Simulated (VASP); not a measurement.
## Al2O3: single point with PBE

Crystal: Al2O3.

```
Al O
1.0
     7.09129    0.00000    0.00000
     0.00000    4.84757    0.00000
     0.00000    0.00000    4.98739
Al O
8 12
Direct
  0.39045 0.25215 0.03055
  0.60955 0.25215 0.46945
  0.10955 0.24785 0.53055
  0.89045 0.24785 0.96945
  0.60955 0.74785 0.96945
  0.39045 0.74785 0.53055
  0.89045 0.75215 0.46945
  0.10955 0.75215 0.03055
  0.65400 0.10697 0.10198
  0.34600 0.10697 0.39802
  0.84600 0.39303 0.60198
  0.15400 0.39303 0.89802
  0.34600 0.89303 0.89802
  0.65400 0.89303 0.60198
  0.15400 0.60697 0.39802
  0.84600 0.60697 0.10198
  0.00000 0.04945 0.25000
  0.50000 0.45055 0.75000
  0.00000 0.95055 0.75000
  0.50000 0.54945 0.25000
```

```json
{"Program": "VASP 6.6.1", "Task": "single point", "Functional": "PBE", "Potentials or basis": "VASP PAW PBE potentials, release 64 (Al, O)", "Cutoff": "520 eV", "k mesh": "4 × 6 × 6", "Occupations": "gaussian, width 0.02 eV", "Spin": "no spin polarisation", "Dipole correction": "no", "Further INCAR settings": "LREAL = Auto; ALGO = Normal; EDIFF = 1e-07; NBANDS = 64"}
```

The pressure is -0.2 GPa. The largest force is 0.008 eV/Å and the band gap on the k mesh is 5.31 eV, direct.

Forces in eV/Å, atoms in the order of the input:
```
Al  -0.004 -0.001 -0.001
Al   0.004 -0.001  0.001
Al   0.004  0.001 -0.001
Al  -0.004  0.001  0.001
Al   0.004  0.001  0.001
Al  -0.004  0.001 -0.001
Al  -0.004 -0.001  0.001
Al   0.004 -0.001 -0.001
O   -0.002  0.002  0.001
O    0.002  0.002 -0.001
O    0.002 -0.002  0.001
O   -0.002 -0.002 -0.001
O    0.002 -0.002 -0.001
O   -0.002 -0.002  0.001
O   -0.002  0.002 -0.001
O    0.002  0.002  0.001
O    0.000 -0.008  0.000
O    0.000  0.008  0.000
O    0.000  0.008  0.000
O    0.000 -0.008  0.000
```

Levels at points of the mesh, in eV from the valence-band top:
```csv
k point,band 46,band 47,band 48,band 49,band 50,band 51
"(0.00, 0.00, 0.00)",-0.17,-0.15,0.00,5.31,8.29,8.51
"(0.50, 0.00, 0.00)",-0.30,-0.12,-0.12,6.82,6.82,9.38
"(0.00, 0.50, 0.00)",-0.49,-0.13,-0.13,7.80,7.80,8.59
"(0.50, 0.50, 0.00)",-0.27,-0.21,-0.21,8.34,8.34,8.42
"(0.00, 0.00, 0.50)",-0.28,-0.12,-0.12,7.86,7.86,8.46
"(0.50, 0.00, 0.50)",-0.32,-0.32,-0.32,8.32,8.32,8.32
"(0.00, 0.50, 0.50)",-0.26,-0.26,-0.26,8.91,8.91,8.91
"(0.50, 0.50, 0.50)",-0.50,-0.50,-0.50,8.71,8.71,8.71
```

Run time: 4.7 min on 1 thread of Intel(R) Xeon(R) 6975P-C (Granite Rapids), with other jobs on the host, peak memory 0.46 GiB.

A k mesh can miss the band edges. A hybrid or GW would open this gap; PBE tends to underestimate it.
